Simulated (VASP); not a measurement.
# SiC (P6_3mc) in VASP: single point with PBE

Aim: the single point of SiC with PBE.

Program: VASP 6.6.1. These are calculated values, not measurements. Logs are shortened: lines on timing, memory, paths and dates and some standing lists are left out, and cuts for length are marked.

### Step 1. The cell of the first run

Symmetry: P6_3mc, No. 186, hexagonal system. The conventional cell has a = 3.092 Å, b = 3.092 Å, c = 5.074 Å, α = 90.00°, β = 90.00°, γ = 120.00°. Si (site symmetry 3m) has 4 C at 1.89 to 1.91 Å within 2.5 Å. C (site symmetry 3m) has 4 Si at 1.89 to 1.91 Å within 2.5 Å.

### Step 2. Single point, PBE

INCAR reads:

```
ALGO     = Normal         # electronic algorithm
EDIFF    = 1E-6           # SCF threshold, eV
ENCUT    = 600            # plane-wave cutoff, eV
GGA      = PE             # functional
GGA_COMPAT= F            
ISIF     = 2              # what is computed and relaxed
ISMEAR   = 0              # smearing method
LASPH    = T              # aspherical terms in the spheres
LCHARG   = F              # write CHGCAR
LREAL    = F              # projectors in reciprocal space
LWAVE    = F              # write WAVECAR
NBANDS   = 16             # bands
NELM     = 120            # most SCF steps
PREC     = Accurate       # precision mode
SIGMA    = 0.02           # smearing width, eV
```

KPOINTS reads:

```
k-points
0
Gamma
  12 12 6
```

POSCAR reads:

```
SiC
1.0
    3.0919054426      0.0000000000      0.0000000000
   -1.5459527213      2.6776686594      0.0000000000
    0.0000000000      0.0000000000      5.0742421221
Si C
2 2
Direct
    0.3333333333      0.6666666667      0.0005820816
    0.6666666667      0.3333333333      0.5005820816
    0.3333333333      0.6666666667      0.3764179184
    0.6666666667      0.3333333333      0.8764179184
```

Potentials or basis: VASP PAW PBE potentials, release 64 (Si, C).

Command:

```
$ cat potpaw_PBE.64/Si/POTCAR potpaw_PBE.64/C/POTCAR > POTCAR
$ mpirun -np 1 vasp_std > vasp.out
```

OUTCAR:

```text
EDIFF = 1E-6
   ENCUT = 600
   GGA = PE
   ISIF = 2
   ISMEAR = 0
   LASPH = T
   LREAL = F
   NELM = 120
   PREC = Accurate

 ion  position               nearest neighbor table
   1  0.333  0.667  0.001-   4 1.89   4 1.89   4 1.89   3 1.91   2 3.10   2 3.10   2 3.10   2 3.10
                             2 3.10   2 3.10
   2  0.667  0.333  0.501-   3 1.89   3 1.89   3 1.89   4 1.91   1 3.10   1 3.10   1 3.10   1 3.10
                             1 3.10   1 3.10
   3  0.333  0.667  0.376-   2 1.89   2 1.89   2 1.89   1 1.91
   4  0.667  0.333  0.876-   1 1.89   1 1.89   1 1.89   2 1.91

  LATTYP: Found a hexagonal cell.
 ALAT       =     3.0919054426
 C/A-ratio  =     1.6411375497

  Lattice vectors:

 A1 = (   3.0919054426,   0.0000000000,   0.0000000000)
 A2 = (  -1.5459527213,   2.6776686594,   0.0000000000)
 A3 = (   0.0000000000,   0.0000000000,   5.0742421221)

Analysis of symmetry for initial positions (statically):
=====================================================================
 Subroutine PRICEL returns:
 Original cell was already a primitive cell.

 Routine SETGRP: Setting up the symmetry group for a
 hexagonal supercell.

 Subroutine GETGRP returns: Found 12 space group operations
 (whereof  6 operations were pure point group operations)
 out of a pool of 24 trial point group operations.

The static configuration has the point symmetry C_3v.
 The point group associated with its full space group is C_6v.

Analysis of symmetry for dynamics (positions and initial velocities):
=====================================================================
 Subroutine PRICEL returns:
 Original cell was already a primitive cell.

 Routine SETGRP: Setting up the symmetry group for a
 hexagonal supercell.

 Subroutine GETGRP returns: Found 12 space group operations
 (whereof  6 operations were pure point group operations)
 out of a pool of 24 trial point group operations.

The dynamic configuration has the point symmetry C_3v.
 The point group associated with its full space group is C_6v.

 Subroutine INISYM returns: Found 12 space group operations
 (whereof  6 operations are pure point group operations),
 and found     1 'primitive' translations

----------------------------------------------------------------------------------------

                                     Primitive cell

  volume of cell :      42.0101

  direct lattice vectors                    reciprocal lattice vectors
     3.091905443  0.000000000  0.000000000     0.323425156  0.186729601  0.000000000
    -1.545952721  2.677668659  0.000000000     0.000000000  0.373459202  0.000000000
     0.000000000  0.000000000  5.074242122     0.000000000  0.000000000  0.197073765

  length of vectors
     3.091905443  3.091905443  5.074242122     0.373459202  0.373459202  0.197073765

  position of ions in fractional coordinates (direct lattice)
     0.333333333  0.666666667  0.000582082
     0.666666667  0.333333333  0.500582082
     0.333333333  0.666666667  0.376417918
     0.666666667  0.333333333  0.876417918

  ion indices of the primitive-cell ions
   primitive index   ion index
                 1           1
                 2           2
                 3           3
                 4           4

----------------------------------------------------------------------------------------

 KPOINTS: k-points

Automatic generation of k-mesh.
 Grid dimensions read from file:
 generate k-points for:   12   12    6

 Generating k-lattice:

  Cartesian coordinates                     Fractional coordinates (reciprocal lattice)
     0.026952096  0.015560800  0.000000000     0.083333333 -0.000000000  0.000000000
     0.000000000  0.031121600  0.000000000     0.000000000  0.083333333  0.000000000
     0.000000000  0.000000000  0.032845628     0.000000000  0.000000000  0.166666667

  Length of vectors
     0.031121600  0.031121600  0.032845628

  Shift w.r.t. Gamma in fractional coordinates (k-lattice)
     0.000000000  0.000000000  0.000000000

 Subroutine IBZKPT returns following result:
 ===========================================

 Found     76 irreducible k-points:

 Following reciprocal coordinates:
            Coordinates               Weight
  0.000000  0.000000  0.000000      1.000000
  0.083333  0.000000  0.000000      6.000000
  0.166667  0.000000  0.000000      6.000000
  0.250000  0.000000  0.000000      6.000000
  0.333333  0.000000  0.000000      6.000000
  0.416667  0.000000  0.000000      6.000000
[... 16 lines left out ...]
  0.250000  0.000000  0.166667     12.000000
  0.333333  0.000000  0.166667     12.000000
 [... further k-points ...]
   k-points           NKPTS =     76   k-points in BZ     NKDIM =     76   number of bands    NBANDS=     16
   number of dos      NEDOS =    301   number of ions     NIONS =      4
   total plane-waves  NPLWV =  32928
   dimension x,y,z NGX =    28 NGY =   28 NGZ =   42
   dimension x,y,z NGXF=    56 NGYF=   56 NGZF=   84
   ions per type =               2   2
   NGX,Y,Z   is equivalent  to a cutoff of  15.06, 15.06, 13.76 a.u.
   NGXF,Y,Z  is equivalent  to a cutoff of  30.11, 30.11, 27.52 a.u.
 SYSTEM =  unknown system
   PREC   = accura    normal or accurate (medium, high low for compatibility)
   ISTART =      0    job   : 0-new  1-cont  2-samecut
   ICHARG =      2    charge: 1-file 2-atom 10-const
   ISPIN  =      1    spin polarized calculation?
   LNONCOLLINEAR =      F non collinear calculations
   LSORBIT =      F    spin-orbit coupling
   LASPH  =      T    aspherical Exc in radial PAW
   ENCUT  =  600.0 eV  44.10 Ry    6.64 a.u.   6.18  6.18 10.13*2*pi/ulx,y,z
   NELM   =    120;   NELMIN=  2; NELMDL= -5     # of ELM steps
   EDIFF  = 0.1E-05   stopping-criterion for ELM
   LREAL  =      F    real-space projection
   EDIFFG = 0.1E-04   stopping-criterion for IOM
   NSW    =      0    number of steps for IOM
   IBRION =     -1    ionic relax: 0-MD 1-quasi-New 2-CG
   NFREE  =      0    steps in history (QN), initial steepest desc. (CG)
   ISIF   =      2    stress and relaxation
   ISYM   =      2    0-nonsym 1-usesym 2-fastsym
   POTIM  = 0.5000    time-step for ionic-motion
   TEBEG  =    0.0;   TEEND  =   0.0 temperature during run
   PSTRESS=    0.0 pullay stress
   NELECT =      16.0000    total number of electrons
   NUPDOWN=      -1.0000    fix difference up-down
   EMIN   =  10.00;   EMAX   =-10.00  energy-range for DOS
   EFERMI =   0.00;   METHOD = LEGACY
   ISMEAR =     0;   SIGMA  =   0.02  broadening in eV -4-tet -1-fermi 0-gaus
   EFERMI_NEDOS =   21; number of points for ismear=-14 and -15
   IALGO  =     38    algorithm
   IMIX   =      4    mixing-type and parameters
     AMIX     =   0.40;   BMIX     =  1.00
     AMIX_MAG =   1.60;   BMIX_MAG =  1.00
  volume/ion in A,a.u.               =      10.50        70.87
  Fermi-wavevector in a.u.,A,eV,Ry     =   1.186670  2.242482 19.159540  1.408186
  Thomas-Fermi vector in A             =   2.322838
   LORBIT       =      0    0 simple, 1 ext, 2 COOP (PROOUT), +10 PAW based schemes
   GGA     = PE    functional components
   LHFCALC =     F    Hartree Fock is set to
   AEXX    =    0.0000 exact exchange contribution
   IVDW    =     0    specifies the selected vdW correction
   LEPSILON=     F    determine dielectric tensor
   LRPA    =     F    only Hartree local field effects (RPA)
 non-spin polarized calculation
 Gauss-broadening in eV      SIGMA  =   0.02
  energy-cutoff  :      600.00
  volume of cell :       42.01
 maximum number of plane-waves:      1420
 NGX is ok and might be reduce to    28
   NGX = 13   NGY = 13   NGZ = 21

 number of electron      16.0000000 magnetization

 Free energy of the ion-electron system (eV)
  ---------------------------------------------------
  ext. energy  EPLUGINS =         0.00000000
  ---------------------------------------------------
  free energy    TOTEN  =       -30.11300166 eV

  energy without entropy =      -30.11300166  energy(sigma->0) =      -30.11300166

 E-fermi :   8.2510     XC(G=0): -11.2827

 val. band max:        8.0836361750   @ k =   0.0000   0.0000   0.0000
 cond. band min:      10.3875579488   @ k =   0.3333   0.3333   0.0000
 fundamental gap:      2.3039217738
 Fermi energy:         8.2509792586

 k-point     1 :       0.0000    0.0000    0.0000
  band No.  band energies     occupation
      1      -7.3617      2.00000
      2      -3.8527      2.00000
      3      -0.5246      2.00000
      4       6.7744      2.00000
      5       6.7744      2.00000
      6       7.9736      2.00000
[... 8 lines left out ...]
     15      16.9322      0.00000
     16      19.2968      0.00000

 k-point     2 :       0.0833    0.0000    0.0000
  band No.  band energies     occupation
      1      -7.2427      2.00000
      2      -3.7510      2.00000
      3      -0.4156      2.00000
      4       6.0941      2.00000
      5       6.5666      2.00000
      6       7.6197      2.00000
[... 8 lines left out ...]
     15      17.2338      0.00000
     16      18.4301      0.00000

 k-point     3 :       0.1667    0.0000    0.0000
  band No.  band energies     occupation
      1      -6.8887      2.00000
      2      -3.4550      2.00000
      3      -0.0979      2.00000
      4       4.6197      2.00000
      5       6.0961      2.00000
      6       6.5061      2.00000
[... 8 lines left out ...]
     15      17.5664      0.00000
     16      17.9035      0.00000

 k-point     4 :       0.2500    0.0000    0.0000
  band No.  band energies     occupation
      1      -6.3111      2.00000
      2      -3.0016      2.00000
      3       0.3789      2.00000
      4       3.0206      2.00000
      5       5.1282      2.00000
      6       5.5847      2.00000
[... 8 lines left out ...]
     15      18.0453      0.00000
     16      18.8044      0.00000
[... 324 lines left out ...]
 k-point    22 :       0.1667    0.0000    0.1667
  band No.  band energies     occupation
      1      -6.7561      2.00000
      2      -3.9633      2.00000
      3       0.6041      2.00000
      4       4.7407      2.00000
      5       6.1214      2.00000
      6       6.1858      2.00000
[... 8 lines left out ...]
     15      17.7358      0.00000
     16      18.2673      0.00000

 k-point    23 :       0.2500    0.0000    0.1667
  band No.  band energies     occupation
      1      -6.1806      2.00000
      2      -3.4731      2.00000
      3       0.9629      2.00000
      4       3.2241      2.00000
      5       4.7434      2.00000
      6       5.6812      2.00000
[... 8 lines left out ...]
     15      18.7507      0.00000
     16      18.7716      0.00000

 k-point    24 :       0.3333    0.0000    0.1667
  band No.  band energies     occupation
      1      -5.4116      2.00000
      2      -2.8958      2.00000
      3       0.8009      2.00000
      4       2.5080      2.00000
      5       3.3294      2.00000
      6       5.2621      2.00000
[... 8 lines left out ...]
     15      19.2414      0.00000
     16      20.0218      0.00000

 [... further k-points ...]

------------------------ aborting loop because EDIFF is reached ----------------------------------------

  FORCE on cell =-STRESS in cart. coord.  units (eV):
  Direction    XX          YY          ZZ          XY          YZ          ZX
  --------------------------------------------------------------------------------------
  -------------------------------------------------------------------------------------
  Total       -0.0475325     -0.0475325     -0.0448473      0.0000000      0.0000000      0.0000000
  in kB       -1.8127867     -1.8127867     -1.7103807      0.0000000      0.0000000      0.0000000
  external PRESSURE =      -1.7786514 kB  Pullay stress =       0.0000000 kB

 VOLUME and BASIS-vectors are now :
 -----------------------------------------------------------------------------
  energy-cutoff  :      600.00
  volume of cell :       42.01
      direct lattice vectors                 reciprocal lattice vectors
     3.091905443  0.000000000  0.000000000     0.323425156  0.186729601  0.000000000
    -1.545952721  2.677668659  0.000000000     0.000000000  0.373459202  0.000000000
     0.000000000  0.000000000  5.074242122     0.000000000  0.000000000  0.197073765

 POSITION                                       TOTAL-FORCE (eV/Angst)
 -----------------------------------------------------------------------------------
     -0.00000      1.78511      0.00295         0.000000     -0.000000     -0.000126
      1.54595      0.89256      2.54007        -0.000000     -0.000000     -0.000126
     -0.00000      1.78511      1.91004        -0.000000     -0.000000      0.000126
      1.54595      0.89256      4.44716        -0.000000      0.000000      0.000126
 -----------------------------------------------------------------------------------
    total drift:                               -0.000000      0.000000     -0.000162

  FREE ENERGIE OF THE ION-ELECTRON SYSTEM (eV)
  ---------------------------------------------------
  free  energy   TOTEN  =       -30.1130016561 eV

  energy  without entropy=      -30.1130016561  energy(sigma->0) =      -30.11300166
```

Run time: 93 s. Hardware: 1 thread of AMD EPYC 7R43 (Zen 3), shared host; peak memory 0.16 GiB.

What came out:

- Free energy: -30.1130 eV
- Pressure: -0.2 GPa
- Band gap on the k mesh: 2.30 eV (least direct gap 3.94 eV)

A k mesh can miss the band edges.
